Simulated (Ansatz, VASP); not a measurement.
One calculation of Al, two programs

Contents of INCAR:

```
SYSTEM = Al
PREC = Accurate
ENCUT = 520
EDIFF = 1E-7
ISMEAR = 0
SIGMA = 0.15
LREAL = .False.
LASPH = .True.
NELM = 60
ALGO = Fast
ISIF = 2
LWAVE = .False.
LCHARG = .False.
GGA = PE
IVDW = 12
NBANDS = 22
```

File KPOINTS:

```
Automatic mesh
0
Gamma
  10 10 10
  0 0 0
```

POSCAR

```
Al
1.0
   -4.0024855430      4.0286447738     -0.0412626105
   -4.0524366703     -0.0912137378      4.0965953644
    0.0112362772      3.9986184405      4.0166179038
Al
8
Direct
    0.0009447083      0.0004850955      0.0011611048
    0.4879637997     -0.0001861327      0.0006176893
   -0.0042652859      0.5021059677     -0.0042726287
    0.0082161273     -0.0005098302      0.4920037276
    0.5065390111      0.4952532639      0.0019408524
    0.4902762189      0.0024170864      0.5099062928
    0.0006482967      0.5052200247      0.5018746950
    0.5096771238      0.4952145248      0.4967682667
```

Input for Ansatz:

```yaml
crystal:
  lattice:
    - [-4.002485543, 4.0286447738, -0.0412626105]
    - [-4.0524366703, -0.0912137378, 4.0965953644]
    - [0.0112362772, 3.9986184405, 4.0166179038]
  atoms:
    - { symbol: Al, position: [0.0009447083, 0.0004850955, 0.0011611048] }
    - { symbol: Al, position: [0.4879637997, -0.0001861327, 0.0006176893] }
    - { symbol: Al, position: [-0.0042652859, 0.5021059677, -0.0042726287] }
    - { symbol: Al, position: [0.0082161273, -0.0005098302, 0.4920037276] }
    - { symbol: Al, position: [0.5065390111, 0.4952532639, 0.0019408524] }
    - { symbol: Al, position: [0.4902762189, 0.0024170864, 0.5099062928] }
    - { symbol: Al, position: [0.0006482967, 0.5052200247, 0.501874695] }
    - { symbol: Al, position: [0.5096771238, 0.4952145248, 0.4967682667] }
basis:
  ecutwfc: 420
kpoints:
  mp_grid: { grid: [10, 10, 10] }
hamiltonian:
  xc: pbe
  dispersion: d3bj
scf:
  occupations: { method: gaussian, width: 0.15 }
output:
  forces: true
  stress: true
  eigenvalues: true
```

Change from the starting cell: all atoms moved at random (sigma 0.03 Å a component), cell strained at random (sigma 0.01).

Alike in both runs: task single point; functional PBE; dispersion D3(BJ); k mesh 10 × 10 × 10; occupations gaussian, width 0.15 eV; no spin polarisation.

|  | VASP | Ansatz |
| --- | --- | --- |
| version | VASP 6.6.1 | Ansatz 0.2.0 |
| potentials or method | VASP PAW PBE potentials, release 64 (Al), cutoff 520 eV | scalar-relativistic, plane waves, PAW |
| valence electrons in the cell | 24 | 24 |

|  | VASP | Ansatz | Ansatz less VASP |
| --- | --- | --- | --- |
| gap on the k mesh at the Fermi level (eV) | none | none | - |
| pressure (GPa) | -3.9 | -3.9 | +0.04 |
| traceless stress, the component that is largest in VASP (GPa) | 0.83 | 0.83 | +0.005 |
| rms of the force components (eV/Å) | 0.171 | 0.171 | +0.0001 |

Atom by atom the forces differ by 0.000 eV/Å (rms over components). A gap of «none» marks a metal or a gap that the smearing closes.
